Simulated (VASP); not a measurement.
Crystal: SnS.

```
Sn S
1.0
    11.51049    0.00000    0.00000
     0.00000    4.02667    0.00000
     0.00000    0.00000    4.44793
Sn S
4 4
Direct
  0.12243 0.25000 0.12695
  0.37757 0.75000 0.62695
  0.62243 0.25000 0.37305
  0.87757 0.75000 0.87305
  0.84908 0.25000 0.47999
  0.65092 0.75000 0.97999
  0.34908 0.25000 0.02001
  0.15092 0.75000 0.52001
```

- Program: VASP 6.6.1
- Task: relaxation of cell and atoms
- Functional: PBEsol
- Potentials or basis: VASP PAW PBE potentials, release 64 (Sn_d, S)
- Cutoff: 500 eV
- k mesh: 2 × 6 × 6
- Occupations: fermi-dirac, width 0.02 eV
- Spin: no spin polarisation

At the start: pressure -2.8 GPa; volume 25.77 Å³/atom.

**Question.** How do energy, volume and symmetry change on relaxing?

**Answer.** Over 29 steps the energy falls by 20.4 meV/atom and the volume is 23.46 Å³/atom (-9.0 %); space group Pnma (No. 62, to 0.1 Å) before and after.

The path:
| step | energy change (eV) | largest force (eV/Å) | pressure (GPa) | volume (Å³) |
| --- | --- | --- | --- | --- |
| 1 | 0.0000 | 0.0930 | -2.82 | 206.16 |
| 2 | -0.0825 | 0.4232 | 0.95 | 192.91 |
| 3 | -0.0932 | 0.2868 | -0.09 | 196.12 |
| 4 | -0.1134 | 0.2331 | -0.07 | 194.54 |
| 5 | -0.1479 | 0.0708 | 0.13 | 189.85 |
| 6 | -0.1499 | 0.0290 | 0.23 | 188.31 |
| 7 | -0.1568 | 0.0655 | -0.30 | 188.90 |
| 8 | -0.1569 | 0.0553 | -0.23 | 188.82 |
| 9 | -0.1600 | 0.0470 | 0.18 | 187.51 |
| 10 | -0.1601 | 0.0468 | 0.16 | 187.59 |
| 11 | -0.1610 | 0.0319 | -0.05 | 188.07 |
| 12 | -0.1611 | 0.0246 | -0.01 | 187.96 |
| 13 | -0.1613 | 0.0223 | 0.00 | 187.94 |
| 14 | -0.1618 | 0.0201 | 0.03 | 187.91 |
| 15 | -0.1621 | 0.0320 | 0.08 | 187.84 |
| 16 | -0.1622 | 0.0261 | 0.03 | 187.96 |
| 17 | -0.1622 | 0.0183 | -0.04 | 188.13 |
| 18 | -0.1623 | 0.0171 | -0.03 | 188.08 |
| 19 | -0.1625 | 0.0136 | -0.01 | 187.94 |
| 20 | -0.1628 | 0.0122 | 0.03 | 187.67 |
| 21 | -0.1626 | 0.0235 | 0.13 | 187.11 |
| 22 | -0.1628 | 0.0143 | 0.07 | 187.51 |
| 23 | -0.1629 | 0.0149 | 0.03 | 187.57 |
| 24 | -0.1630 | 0.0172 | -0.03 | 187.69 |
| 25 | -0.1631 | 0.0133 | 0.00 | 187.65 |
| 26 | -0.1632 | 0.0075 | 0.02 | 187.60 |
| 27 | -0.1632 | 0.0090 | 0.07 | 187.49 |
| 28 | -0.1632 | 0.0051 | 0.04 | 187.55 |
| 29 | -0.1633 | 0.0042 | 0.00 | 187.70 |

Final structure:
```cif
data_structure
_symmetry_space_group_name_H-M 'P 1'
_symmetry_Int_Tables_number 1
_cell_length_a 11.1333
_cell_length_b 3.9872
_cell_length_c 4.2283
_cell_angle_alpha 90.000
_cell_angle_beta 90.000
_cell_angle_gamma 90.000
_cell_volume 187.70
loop_
_atom_site_label
_atom_site_type_symbol
_atom_site_fract_x
_atom_site_fract_y
_atom_site_fract_z
_atom_site_occupancy
Sn1 Sn 0.11876 0.25000 0.10868 1
Sn2 Sn 0.38124 0.75000 0.60868 1
Sn3 Sn 0.61876 0.25000 0.39132 1
Sn4 Sn 0.88124 0.75000 0.89132 1
S1 S 0.85254 0.25000 0.47648 1
S2 S 0.64746 0.75000 0.97648 1
S3 S 0.35254 0.25000 0.02352 1
S4 S 0.14746 0.75000 0.52352 1
```

Caveat: the PAW data sets were made with another functional, which shifts forces and pressure a little.
